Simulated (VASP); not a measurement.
Runs of VASP 6.6.1 on C. The structure is that of space group P6_3/mmc (No. 194), or close to it. The cells are those of the table. 

```tsv
cell	k mesh	gap on the mesh (eV)	pressure (GPa)	largest force (eV/Å)
a = 2.483, b = 2.483, c = 4.136 Å, angles 90.0, 90.0, 120.0°, 4 atoms	8 × 8 × 4	(a)	0.9	-
a = 2.516, b = 2.516, c = 4.191 Å, angles 90.0, 90.0, 120.0°, 4 atoms	13 × 13 × 7	(b)	-16.3	0.04
a = 2.483, b = 2.483, c = 4.136 Å, angles 90.0, 90.0, 120.0°, 4 atoms	13 × 13 × 7	3.15	0.9	-
a = 2.450, b = 2.450, c = 4.080 Å, angles 90.0, 90.0, 120.0°, 4 atoms	13 × 13 × 7	3.01	21.6	0.05
```

Alike in all rows: task single point; level LDA; potentials or basis VASP PAW LDA potentials, release 64 (C_h); no spin polarisation; cutoff (eV) 1300; smearing fermi-dirac 0.05 eV.

Problem. Fill in the values left out.

Solution. (a) 3.40; (b) 3.27.

Caveats: the cell stands under tension (at least some runs); the cell stands under pressure (at least some runs).

A k mesh can miss the band edges.
